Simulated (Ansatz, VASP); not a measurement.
**BN in VASP and in Ansatz**

The input POSCAR:

```
BN
1.0
   -2.5539396017      0.0000000000      0.0000000000
   -1.2769698008     -2.2117765748      0.0000000000
   -0.5107879203      0.0000000000     12.6805650000
B N
6 6
Direct
    0.6208584000      0.6666666667      0.2290413333
    0.5541917333      0.6666666667      0.5623746667
    0.4875250667      0.6666666667      0.8957080000
    0.3208584000      0.3333333333      0.0623746667
    0.2541917333      0.3333333333      0.3957080000
    0.1875250667      0.3333333333      0.7290413333
    0.6458216000      0.6666666667      0.1042253333
    0.5791549333      0.6666666667      0.4375586667
    0.5124882667      0.6666666667      0.7708920000
    0.1458216000      0.3333333333      0.9375586667
    0.2791549333      0.3333333333      0.2708920000
    0.2124882667      0.3333333333      0.6042253333
```

INCAR.step1

```
PREC     = Accurate       # precision mode
ENCUT    = 520            # plane-wave cutoff, eV
ISMEAR   = 0              # smearing method
SIGMA    = 0.05           # smearing width, eV
LREAL    = False          # projectors in reciprocal space
LASPH    = True           # aspherical terms in the spheres
NELM     = 80             # most SCF steps
NBANDS   = 36             # bands
GGA      = PE             # functional
ALGO     = Normal         # electronic algorithm
EDIFF    = 1E-4           # SCF threshold, eV
LWAVE    = True           # write WAVECAR
LCHARG   = False          # write CHGCAR
```

Contents of INCAR.step2:

```
PREC     = Accurate       # precision mode
ENCUT    = 520            # plane-wave cutoff, eV
EDIFF    = 1E-6           # SCF threshold, eV
ISMEAR   = 0              # smearing method
SIGMA    = 0.05           # smearing width, eV
LREAL    = False          # projectors in reciprocal space
LASPH    = True           # aspherical terms in the spheres
NELM     = 80             # most SCF steps
ALGO     = Normal         # electronic algorithm
ISIF     = 2              # what is computed and relaxed
LWAVE    = False          # write WAVECAR
LCHARG   = True           # write CHGCAR
METAGGA  = R2SCAN         # meta-GGA
LMIXTAU  = True         
LELF     = True           # ELF
LVHAR    = True         
NBANDS   = 36             # bands
ISTART   = 1
```

KPOINTS

```
Automatic mesh
0
Gamma
  10 10 2
```

Input for Ansatz:

```yaml
crystal:
  lattice:
    - [-2.5539396017, 0.0, 0.0]
    - [-1.2769698008, -2.2117765748, 0.0]
    - [-0.5107879203, 0.0, 12.680565]
  atoms:
    - { symbol: B, position: [0.6208584, 0.6666666667, 0.2290413333] }
    - { symbol: B, position: [0.5541917333, 0.6666666667, 0.5623746667] }
    - { symbol: B, position: [0.4875250667, 0.6666666667, 0.895708] }
    - { symbol: B, position: [0.3208584, 0.3333333333, 0.0623746667] }
    - { symbol: B, position: [0.2541917333, 0.3333333333, 0.395708] }
    - { symbol: B, position: [0.1875250667, 0.3333333333, 0.7290413333] }
    - { symbol: "N", position: [0.6458216, 0.6666666667, 0.1042253333] }
    - { symbol: "N", position: [0.5791549333, 0.6666666667, 0.4375586667] }
    - { symbol: "N", position: [0.5124882667, 0.6666666667, 0.770892] }
    - { symbol: "N", position: [0.1458216, 0.3333333333, 0.9375586667] }
    - { symbol: "N", position: [0.2791549333, 0.3333333333, 0.270892] }
    - { symbol: "N", position: [0.2124882667, 0.3333333333, 0.6042253333] }
basis:
  ecutwfc: 500
kpoints:
  mp_grid: { grid: [10, 10, 2] }
hamiltonian:
  xc: r2scan
scf:
  occupations: { method: gaussian, width: 0.05 }
output:
  forces: true
  stress: true
  eigenvalues: true
```

Alike in both runs: task single point; functional r2SCAN; k mesh 10 × 10 × 2; occupations gaussian, width 0.05 eV; no spin polarisation.

|  | VASP | Ansatz |
| --- | --- | --- |
| version | VASP 6.6.1 | Ansatz 0.2.0 |
| potentials or method | VASP PAW PBE potentials, release 64 (B, N), cutoff 520 eV | scalar-relativistic, plane waves, PAW |
| valence electrons in the cell | 48 | 48 |

```tsv
	VASP	Ansatz	Ansatz less VASP
gap on the k mesh at the Fermi level (eV)	5.47	5.49	+0.012
least direct gap on the mesh (eV)	7.69	7.70	+0.009
pressure (GPa)	-3.7	-4.7	-1.05
traceless stress, the component that is largest in VASP (GPa)	12.40	12.42	+0.025
rms of the force components (eV/Å)	0.616	0.619	+0.0034
```

VASP's potentials were made for PBE, not for r2SCAN. Atom by atom the forces differ by 0.006 eV/Å (rms over components).
